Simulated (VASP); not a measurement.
A run of VASP 6.6.1 is set up as follows.

INCAR

```
SYSTEM = TiN
PREC = Accurate
ENCUT = 520
EDIFF = 1E-8
ISMEAR = -1
SIGMA = 0.15
LREAL = .False.
LASPH = .True.
NELM = 60
ALGO = Normal
ISIF = 2
LWAVE = .False.
LCHARG = .False.
METAGGA = R2SCAN
LMIXTAU = .True.
IBRION = 6
NFREE = 2
POTIM = 0.015
NSW = 1
```

File KPOINTS:

```
Automatic mesh
0
Gamma
  18 18 18
  0 0 0
```

POSCAR

```
TiN
1.0
    0.0000000000      2.1170859222      2.1170859222
    2.1170859222      0.0000000000      2.1170859222
    2.1170859222      2.1170859222      0.0000000000
Ti N
1 1
Direct
    0.0000000000      0.0000000000      0.0000000000
    0.5000000000      0.5000000000      0.5000000000
```

Potentials or basis: VASP PAW PBE potentials, release 64 (Ti_sv, N).

Launch:

```console
$ cat potpaw_PBE.64/Ti_sv/POTCAR potpaw_PBE.64/N/POTCAR > POTCAR
$ mpirun -np 1 vasp_std > vasp.out
```

Predict the highest phonon frequency at Γ, LO-TO splitting left out.

522 cm⁻¹.

Phonon frequencies in cm⁻¹ (negative: imaginary):
```
              q point           frequencies
(0.000, 0.000, 0.000)  -1 -1 -1 522 522 522
```

Caveat: the cell wasn't relaxed at this level first, which shifts response properties.
